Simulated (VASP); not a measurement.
Write the native input for VASP 6.6.1 that does the following.

- Task: single point
- Functional: PBE
- Dispersion: D3(BJ)
- Potentials or basis: VASP PAW PBE potentials, release 64 (Pt, Se)
- Cutoff: 520 eV
- k mesh: 12 × 12 × 8
- Occupations: gaussian, width 0.15 eV
- Spin: no spin polarisation
- Dipole correction: no
- Further INCAR settings: ALGO = Normal; EDIFF = 1e-06; NBANDS = 18

The structure of PtSe2 lies in POSCAR:

```
PtSe2
1.0
    3.4886403814      0.0000000000      0.0000000000
   -1.7443201907      3.7561501342      0.0000000000
    0.0000000000      0.0000000000      4.8219239451
Pt Se
1 2
Direct
    0.0000000000      0.0000000000      0.0000000000
    0.3333333333      0.6666666667      0.2655211092
    0.6666666667      0.3333333333      0.7344788908
```

This cell differs from its parent crystal: normal strain along x -0.0750, normal strain along y +0.1500.

These files were run (other wordings do the same):

INCAR

```
PREC     = Accurate       # precision mode
ENCUT    = 520            # plane-wave cutoff, eV
EDIFF    = 1E-6           # SCF threshold, eV
ISMEAR   = 0              # smearing method
SIGMA    = 0.15           # smearing width, eV
LREAL    = F              # projectors in reciprocal space
LASPH    = T              # aspherical terms in the spheres
NELM     = 80             # most SCF steps
ALGO     = Normal         # electronic algorithm
ISIF     = 2              # what is computed and relaxed
LWAVE    = F              # write WAVECAR
LCHARG   = F              # write CHGCAR
GGA      = PE             # functional
IVDW     = 12             # dispersion correction
NBANDS   = 18             # bands
```

KPOINTS

```
Automatic mesh
0
Gamma
  12 12 8
```

Potentials or basis: VASP PAW PBE potentials, release 64 (Pt, Se).

Run with:

```sh
$ cat potpaw_PBE.64/Pt/POTCAR potpaw_PBE.64/Se/POTCAR > POTCAR
$ mpirun -np 1 vasp_std > vasp.out
```

It gave:

```json
{
  "Pressure": "-4.6 GPa",
  "Largest force": "0.303 eV/Å",
  "Band gap on the k mesh": "zero (bands 11 and 12 overlap by 0.92 eV)",
  "Dispersion energy per atom": "-0.460 eV"
}
```

Caveat: the cell differs from its parent crystal (normal strain along x -0.0750, normal strain along y +0.1500); the stress differs along the axes, from -16 to 5 GPa; spin-orbit coupling is left out, which moves the levels of the heavy elements.

Wall time 6.5 min on 1 thread of Intel Xeon 8259CL, on a shared host, peak memory 0.48 GiB.
